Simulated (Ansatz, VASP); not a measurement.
**TaBi in VASP and in Ansatz**

```
Ta Bi
1.0
     0.00000    3.27299    3.27299
     3.27299    0.00000    3.27299
     3.27299    3.27299    0.00000
Ta Bi
1 1
Direct
  0.00000 0.00000 0.00000
  0.25000 0.25000 0.25000
```

Alike in both runs: task single point; functional PBE; k mesh 10 × 10 × 10; occupations gaussian, width 0.05 eV; no spin polarisation.

|  | VASP | Ansatz |
| --- | --- | --- |
| version | VASP 6.6.1 | Ansatz 0.2.0 |
| potentials or method | VASP PAW PBE potentials, release 64 (Ta_pv, Bi_d), cutoff 520 eV | scalar-relativistic, plane waves, PAW |
| valence electrons in the cell | 26 | 28 |

|  | VASP | Ansatz | Ansatz less VASP |
| --- | --- | --- | --- |
| gap on the k mesh at the Fermi level (eV) | none | none | - |
| pressure (GPa) | -2.3 | -2.3 | +0.04 |

A gap of «none» marks a metal or a gap that the smearing closes. VASP's potentials hold 26 valence electrons a cell and Ansatz's 28, so a difference there can come from the potentials and not from the codes.

Spin-orbit coupling is off throughout.
